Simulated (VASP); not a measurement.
# CdS (CsCl type) (Pm-3m) in VASP: a series of runs

The runs below take CdS (CsCl type) through single point, with PBE.

Everything below comes from runs of VASP 6.6.1. Logs are shortened: lines on timing, memory, paths and dates and some standing lists are left out, and cuts for length are marked.

### 1 The cell of the first run

Symmetry: Pm-3m, No. 221, cubic system. The conventional cell has a = 2.876 Å, b = 2.876 Å, c = 2.876 Å, α = 90.00°, β = 90.00°, γ = 90.00°. Within 3.3 Å of Cd (site symmetry m-3m) lie 8 S at 2.49 Å and 6 Cd at 2.88 Å. Within 3.3 Å of S (site symmetry m-3m) lie 8 Cd at 2.49 Å and 6 S at 2.88 Å.

### 2 Single point, PBE (volume scaled by 0.6)

The input, INCAR:

```
SYSTEM = CdS
  ALGO = Normal
  EDIFF = 1E-7
  ENCUT = 520
  GGA = PE
  ISIF = 2
  ISMEAR = -1
  LASPH = .TRUE.
  LCHARG = .FALSE.
  LREAL = .FALSE.
  LWAVE = .FALSE.
  NBANDS = 16
  NELM = 100
  PREC = Accurate
  SIGMA = 0.05
```

The input, KPOINTS:

```
k-points
0
G
  14 14 14
  0 0 0
```

The input, POSCAR:

```
CdS
1.0
    2.8762720436      0.0000000000      0.0000000000
    0.0000000000      2.8762720436      0.0000000000
    0.0000000000      0.0000000000      2.8762720436
Cd S
1 1
Direct
    0.0000000000      0.0000000000      0.0000000000
    0.5000000000      0.5000000000      0.5000000000
```

Potentials or basis: VASP PAW PBE potentials, release 64 (Cd, S).

Started as:

```bash
$ cat potpaw_PBE.64/Cd/POTCAR potpaw_PBE.64/S/POTCAR > POTCAR
$ mpirun -np 1 vasp_std > vasp.out
```

OUTCAR:

```text
SYSTEM = CdS
   EDIFF = 1E-7
   ENCUT = 520
   GGA = PE
   ISIF = 2
   ISMEAR = -1
   LASPH = .TRUE.
   LREAL = .FALSE.
   NELM = 100
   PREC = Accurate

 ion  position               nearest neighbor table
   1  0.000  0.000  0.000-   2 2.49   2 2.49   2 2.49   2 2.49   2 2.49   2 2.49   2 2.49   2 2.49

   2  0.500  0.500  0.500-   1 2.49   1 2.49   1 2.49   1 2.49   1 2.49   1 2.49   1 2.49   1 2.49

  LATTYP: Found a simple cubic cell.
 ALAT       =     2.8762720436

  Lattice vectors:

 A1 = (   2.8762720436,   0.0000000000,   0.0000000000)
 A2 = (   0.0000000000,   2.8762720436,   0.0000000000)
 A3 = (   0.0000000000,   0.0000000000,   2.8762720436)

Analysis of symmetry for initial positions (statically):
=====================================================================
 Subroutine PRICEL returns:
 Original cell was already a primitive cell.

 Routine SETGRP: Setting up the symmetry group for a
 simple cubic supercell.

 Subroutine GETGRP returns: Found 48 space group operations
 (whereof 48 operations were pure point group operations)
 out of a pool of 48 trial point group operations.

The static configuration has the point symmetry O_h .

Analysis of symmetry for dynamics (positions and initial velocities):
=====================================================================
 Subroutine PRICEL returns:
 Original cell was already a primitive cell.

 Routine SETGRP: Setting up the symmetry group for a
 simple cubic supercell.

 Subroutine GETGRP returns: Found 48 space group operations
 (whereof 48 operations were pure point group operations)
 out of a pool of 48 trial point group operations.

The dynamic configuration has the point symmetry O_h .

 Subroutine INISYM returns: Found 48 space group operations
 (whereof 48 operations are pure point group operations),
 and found     1 'primitive' translations

----------------------------------------------------------------------------------------

                                     Primitive cell

  volume of cell :      23.7952

  direct lattice vectors                    reciprocal lattice vectors
     2.876272044  0.000000000  0.000000000     0.347672259  0.000000000  0.000000000
     0.000000000  2.876272044  0.000000000     0.000000000  0.347672259  0.000000000
     0.000000000  0.000000000  2.876272044     0.000000000  0.000000000  0.347672259

  length of vectors
     2.876272044  2.876272044  2.876272044     0.347672259  0.347672259  0.347672259

  position of ions in fractional coordinates (direct lattice)
     0.000000000  0.000000000  0.000000000
     0.500000000  0.500000000  0.500000000

[... 77 lines left out ...]
   LREAL  =      F    real-space projection
   EDIFFG = 0.1E-05   stopping-criterion for IOM
   NSW    =      0    number of steps for IOM
   IBRION =     -1    ionic relax: 0-MD 1-quasi-New 2-CG
   NFREE  =      0    steps in history (QN), initial steepest desc. (CG)
   ISIF   =      2    stress and relaxation
   ISYM   =      2    0-nonsym 1-usesym 2-fastsym
   POTIM  = 0.5000    time-step for ionic-motion
   TEBEG  =    0.0;   TEEND  =   0.0 temperature during run
   PSTRESS=    0.0 pullay stress
   NELECT =      18.0000    total number of electrons
   NUPDOWN=      -1.0000    fix difference up-down
   EMIN   =  10.00;   EMAX   =-10.00  energy-range for DOS
   EFERMI =   0.00;   METHOD = LEGACY
   ISMEAR =    -1;   SIGMA  =   0.05  broadening in eV -4-tet -1-fermi 0-gaus
   EFERMI_NEDOS =   21; number of points for ismear=-14 and -15
   IALGO  =     38    algorithm
   IMIX   =      4    mixing-type and parameters
     AMIX     =   0.40;   BMIX     =  1.00
     AMIX_MAG =   1.60;   BMIX_MAG =  1.00
  volume/ion in A,a.u.               =      11.90        80.29
  Fermi-wavevector in a.u.,A,eV,Ry     =   1.491657  2.818823 30.273525  2.225041
  Thomas-Fermi vector in A             =   2.604284
   LORBIT       =      0    0 simple, 1 ext, 2 COOP (PROOUT), +10 PAW based schemes
   GGA     = PE    functional components
   LHFCALC =     F    Hartree Fock is set to
   AEXX    =    0.0000 exact exchange contribution
   IVDW    =     0    specifies the selected vdW correction
   LEPSILON=     F    determine dielectric tensor
   LRPA    =     F    only Hartree local field effects (RPA)
 non-spin polarized calculation
  energy-cutoff  :      520.00
  volume of cell :       23.80
 maximum number of plane-waves:       659
 NGX is ok and might be reduce to    24

 number of electron      17.9999994 magnetization

 Free energy of the ion-electron system (eV)
  ---------------------------------------------------
  ext. energy  EPLUGINS =         0.00000000
  ---------------------------------------------------
  free energy    TOTEN  =        -1.15791852 eV

  energy without entropy =       -1.14748028  energy(sigma->0) =       -1.15269940

 E-fermi :  10.2648     XC(G=0): -13.4900

 val. band max:       10.2525035287   @ k =   0.4286   0.3571   0.0000
 cond. band min:      10.2844960551   @ k =   0.3571   0.2143   0.0000
 fundamental gap:      0.0319925264
 Fermi energy:        10.2648021569

 k-point     1 :       0.0000    0.0000    0.0000
  band No.  band energies     occupation
      1      -8.0330      2.00000
      2      -0.9237      2.00000
      3      -0.9237      2.00000
      4       0.9510      2.00000
      5       0.9510      2.00000
      6       0.9510      2.00000
[... 433 lines left out ...]
      3      -0.2705      2.00000
      4       0.2019      2.00000
      5       0.2251      2.00000
      6       0.7304      2.00000
[... 8 lines left out ...]
     15      24.1999      0.00000
     16      25.8187      0.00000

 [... further k-points ...]

------------------------ aborting loop because EDIFF is reached ----------------------------------------

  FORCE on cell =-STRESS in cart. coord.  units (eV):
  Direction    XX          YY          ZZ          XY          YZ          ZX
  --------------------------------------------------------------------------------------
  -------------------------------------------------------------------------------------
  Total       17.9087827     17.9087827     17.9087827     -0.0000000     -0.0000000      0.0000000
  in kB     1205.8318991   1205.8318991   1205.8318991     -0.0000000     -0.0000000      0.0000000
  external PRESSURE =    1205.8318991 kB  Pullay stress =       0.0000000 kB

 VOLUME and BASIS-vectors are now :
 -----------------------------------------------------------------------------
  energy-cutoff  :      520.00
  volume of cell :       23.80
      direct lattice vectors                 reciprocal lattice vectors
     2.876272044  0.000000000  0.000000000     0.347672259  0.000000000  0.000000000
     0.000000000  2.876272044  0.000000000     0.000000000  0.347672259  0.000000000
     0.000000000  0.000000000  2.876272044     0.000000000  0.000000000  0.347672259

 POSITION                                       TOTAL-FORCE (eV/Angst)
 -----------------------------------------------------------------------------------
      0.00000      0.00000      0.00000         0.000000      0.000000      0.000000
      1.43814      1.43814      1.43814         0.000000      0.000000      0.000000
 -----------------------------------------------------------------------------------
    total drift:                               -0.000000      0.000000      0.000000

  FREE ENERGIE OF THE ION-ELECTRON SYSTEM (eV)
  ---------------------------------------------------
  free  energy   TOTEN  =        -1.1579185158 eV

  energy  without entropy=       -1.1474802774  energy(sigma->0) =       -1.15269940
```

stdout:

```text
POSCAR found type information on POSCAR CdS
 POSCAR found :  2 types and       2 ions
 scaLAPACK will be used
 LDA part: xc-table for (Slater+PW92), standard interpolation
 POSCAR, INCAR and KPOINTS ok, starting setup
 FFT: planning ... GRIDC
 FFT: planning ... GRID_SOFT
 FFT: planning ... GRID
 WAVECAR not read
 entering main loop
```

Run time: 13 s. Hardware: 1 thread of Intel Xeon 6975P-C (Granite Rapids), shared host; peak memory 0.17 GiB.

What came out:

| Quantity | Value |
| --- | --- |
| Free energy | -1.1579 eV |
| Pressure | 120.6 GPa |
| Band gap on the k mesh | zero (band 9 reaches 10.90 eV, above the bottom of band 10 at 9.06 eV) |

Levels at points of the mesh, in eV from the Fermi level:
| k point | band 7 | band 8 | band 9 | band 10 | band 11 | band 12 |
| --- | --- | --- | --- | --- | --- | --- |
| (0.00, 0.00, 0.00) | -2.48 | -2.48 | -2.48 | 2.25 | 5.98 | 5.98 |
| (0.50, 0.00, 0.00) | -7.55 | 0.63 | 0.63 | 5.23 | 5.25 | 7.39 |
| (0.50, 0.50, 0.00) | -8.24 | -7.38 | -1.53 | -0.01 | 9.50 | 10.42 |
| (0.50, 0.50, 0.50) | -2.28 | -2.28 | -2.28 | -0.15 | -0.15 | -0.15 |

Caveat: the cell differs from its parent crystal (volume scaled by 0.6).

### 3 Single point, PBE (volume scaled by 0.68)

The input, INCAR:

```
ALGO = Normal ; EDIFF = 1E-6
ENCUT = 520 ; GGA = PE
ISIF = 2 ; ISMEAR = -1
LASPH = True ; LCHARG = False
LREAL = False ; LWAVE = False
NBANDS = 16 ; NELM = 100
PREC = Accurate ; SIGMA = 0.05
```

The input, KPOINTS:

```
k-points
0
Gamma
  14 14 14
```

The input, POSCAR:

```
CdS
1.0
    2.9988115914      0.0000000000      0.0000000000
    0.0000000000      2.9988115914      0.0000000000
    0.0000000000      0.0000000000      2.9988115914
Cd S
1 1
Direct
    0.0000000000      0.0000000000      0.0000000000
    0.5000000000      0.5000000000      0.5000000000
```

Potentials or basis: VASP PAW PBE potentials, release 64 (Cd, S).

Started as:

```bash
$ cat potpaw_PBE.64/Cd/POTCAR potpaw_PBE.64/S/POTCAR > POTCAR
$ mpirun -np 1 vasp_std > vasp.out
```

It took 13 s on 1 thread of Intel Xeon 6975P-C (Granite Rapids), shared host; peak memory 0.17 GiB.

The run converged. Its results:

* Free energy: -2.9807 eV
* Pressure: 68.1 GPa
* Band gap on the k mesh: zero (band 9 reaches 8.77 eV, above the bottom of band 10 at 7.42 eV)

Levels at points of the mesh, in eV from the Fermi level:
| k point | band 7 | band 8 | band 9 | band 10 | band 11 | band 12 |
| --- | --- | --- | --- | --- | --- | --- |
| (0.00, 0.00, 0.00) | -2.09 | -2.09 | -2.09 | 1.16 | 6.19 | 6.19 |
| (0.50, 0.00, 0.00) | -7.20 | 0.40 | 0.40 | 4.65 | 5.94 | 7.32 |
| (0.50, 0.50, 0.00) | -7.12 | -7.12 | -1.36 | 0.02 | 9.36 | 9.74 |
| (0.50, 0.50, 0.50) | -2.31 | -2.31 | -2.31 | 0.44 | 0.44 | 0.44 |

Caveat: the cell differs from its parent crystal (volume scaled by 0.68).

### 4 Single point, PBE (volume scaled by 0.68)

The input, INCAR:

```
SYSTEM = CdS
PREC = Accurate ; ENCUT = 520
EDIFF = 1E-6 ; ISMEAR = -1
SIGMA = 0.05 ; LREAL = .FALSE.
LASPH = .TRUE. ; NELM = 80
ALGO = Normal ; ISIF = 2
LWAVE = .FALSE. ; LCHARG = .FALSE.
GGA = PE ; NBANDS = 16
```

The input, KPOINTS:

```
Automatic mesh
0
G
  14 14 14
  0 0 0
```

POSCAR is that of step 3.

Started as:

```bash
$ cat potpaw_PBE.64/Cd/POTCAR potpaw_PBE.64/S/POTCAR > POTCAR
$ mpirun -np 1 vasp_std > vasp.out
```

Run time: 11 s. Hardware: 1 thread of Intel Xeon 6975P-C (Granite Rapids), shared host; peak memory 0.17 GiB.

It converged, with:

- Free energy: -2.9807 eV
- Pressure: 68.1 GPa
- Band gap on the k mesh: zero (band 9 reaches 8.77 eV, above the bottom of band 10 at 7.42 eV)

Levels at points of the mesh, in eV from the Fermi level:
```tsv
k point	band 5	band 6	band 7	band 8	band 9	band 10	band 11	band 12	band 13	band 14
(0.00, 0.00, 0.00)	-8.87	-8.87	-2.09	-2.09	-2.09	1.16	6.19	6.19	15.96	15.96
(0.50, 0.00, 0.00)	-9.63	-8.79	-7.20	0.40	0.40	4.65	5.94	7.32	7.45	7.45
(0.50, 0.50, 0.00)	-8.37	-7.53	-7.12	-7.12	-1.36	0.02	9.36	9.74	9.74	12.18
(0.50, 0.50, 0.50)	-8.35	-8.35	-2.31	-2.31	-2.31	0.44	0.44	0.44	5.11	20.12
```

Caveat: the cell differs from its parent crystal (volume scaled by 0.68).

### 5 Single point, PBE

The input, INCAR:

```
ALGO     = Normal         # electronic algorithm
EDIFF    = 1E-6           # SCF threshold, eV
ENCUT    = 520            # plane-wave cutoff, eV
GGA      = PE             # functional
ISIF     = 2              # what is computed and relaxed
ISMEAR   = -1             # smearing method
LASPH    = T              # aspherical terms in the spheres
LCHARG   = F              # write CHGCAR
LREAL    = F              # projectors in reciprocal space
LWAVE    = F              # write WAVECAR
NBANDS   = 16             # bands
NELM     = 100            # most SCF steps
PREC     = Accurate       # precision mode
SIGMA    = 0.05           # smearing width, eV
```

The input, KPOINTS:

```
k-points
0
Gamma
  14 14 14
```

The input, POSCAR:

```
CdS
1.0
    3.1120799152      0.0000000000      0.0000000000
    0.0000000000      3.1120799152      0.0000000000
    0.0000000000      0.0000000000      3.1120799152
Cd S
1 1
Direct
    0.0000000000      0.0000000000      0.0000000000
    0.5000000000      0.5000000000      0.5000000000
```

Started as:

```bash
$ cat potpaw_PBE.64/Cd/POTCAR potpaw_PBE.64/S/POTCAR > POTCAR
$ mpirun -np 1 vasp_std > vasp.out
```

Run time: 15 s. Hardware: 1 thread of Intel Xeon 6975P-C (Granite Rapids), shared host; peak memory 0.17 GiB.

Results (log left out):

```yaml
Free_energy: -4.0003 eV
Pressure: 37.5 GPa
Band_gap_on_the_k_mesh: zero (band 9 reaches 7.11 eV, above the bottom of band 10 at 6.11 eV)
```

Levels at points of the mesh, in eV from the Fermi level:
```csv
k point,band 5,band 6,band 7,band 8,band 9,band 10,band 11,band 12,band 13,band 14
"(0.00, 0.00, 0.00)",-8.57,-8.57,-1.78,-1.78,-1.78,0.37,6.36,6.36,14.54,14.54
"(0.50, 0.00, 0.00)",-9.14,-8.51,-6.88,0.24,0.24,4.19,6.38,6.46,7.45,7.45
"(0.50, 0.50, 0.00)",-8.19,-7.62,-6.21,-6.21,-1.22,0.03,9.12,9.12,9.19,11.86
"(0.50, 0.50, 0.50)",-8.17,-8.17,-2.28,-2.28,-2.28,0.91,0.91,0.91,4.35,19.42
```

### 6 Single point, PBE

This run uses another cell than the first one, of 15.07 Å³/atom, 1.267 times its volume.

The input, INCAR:

```
PREC = Accurate ; ENCUT = 520
EDIFF = 1E-6 ; ISMEAR = 1
SIGMA = 0.15 ; LREAL = False
LASPH = True ; NELM = 100
ALGO = Normal ; ISIF = 2
LWAVE = False ; LCHARG = True
GGA = PE ; LELF = True
LVHAR = True ; NBANDS = 16
```

The input, KPOINTS:

```
Automatic mesh
0
Gamma
  14 14 14
```

POSCAR is that of step 5.

Potentials or basis: VASP PAW PBE potentials, release 64 (Cd, S).

Started as:

```bash
$ cat potpaw_PBE.64/Cd/POTCAR potpaw_PBE.64/S/POTCAR > POTCAR
$ mpirun -np 1 vasp_std > vasp.out
```

It took 14 s on 1 thread of Intel Xeon 6975P-C (Granite Rapids), shared host; peak memory 0.17 GiB.

The run converged. Its results:

```yaml
Free_energy: -3.9956 eV
Pressure: 37.5 GPa
Band_gap_on_the_k_mesh: zero (band 9 reaches 7.11 eV, above the bottom of band 10 at 6.11 eV)
```

Levels at points of the mesh, in eV from the Fermi level:
| k point | band 5 | band 6 | band 7 | band 8 | band 9 | band 10 | band 11 | band 12 | band 13 | band 14 |
| --- | --- | --- | --- | --- | --- | --- | --- | --- | --- | --- |
| (0.00, 0.00, 0.00) | -8.56 | -8.56 | -1.77 | -1.77 | -1.77 | 0.38 | 6.37 | 6.37 | 14.55 | 14.55 |
| (0.50, 0.00, 0.00) | -9.13 | -8.51 | -6.87 | 0.25 | 0.25 | 4.20 | 6.39 | 6.46 | 7.46 | 7.46 |
| (0.50, 0.50, 0.00) | -8.18 | -7.62 | -6.20 | -6.20 | -1.21 | 0.04 | 9.13 | 9.13 | 9.20 | 11.87 |
| (0.50, 0.50, 0.50) | -8.16 | -8.16 | -2.27 | -2.27 | -2.27 | 0.92 | 0.92 | 0.92 | 4.36 | 19.43 |

### 7 Overview

```tsv
cell	smearing	gap on the mesh (eV)	pressure (GPa)
a = 2.876 Å, 2 atoms	fermi-dirac 0.05 eV	none	120.6
a = 2.999 Å, 2 atoms	fermi-dirac 0.05 eV	none	68.1
a = 3.112 Å, 2 atoms	fermi-dirac 0.05 eV	none	37.5
a = 3.112 Å, 2 atoms	methfessel-paxton 0.15 eV	none	37.5
```

Alike in all rows: task single point; level PBE; potentials or basis VASP PAW PBE potentials, release 64 (Cd, S); no spin polarisation; k mesh 14 × 14 × 14; cutoff (eV) 520.

Absolute energies hang on the potentials; compare differences alone.
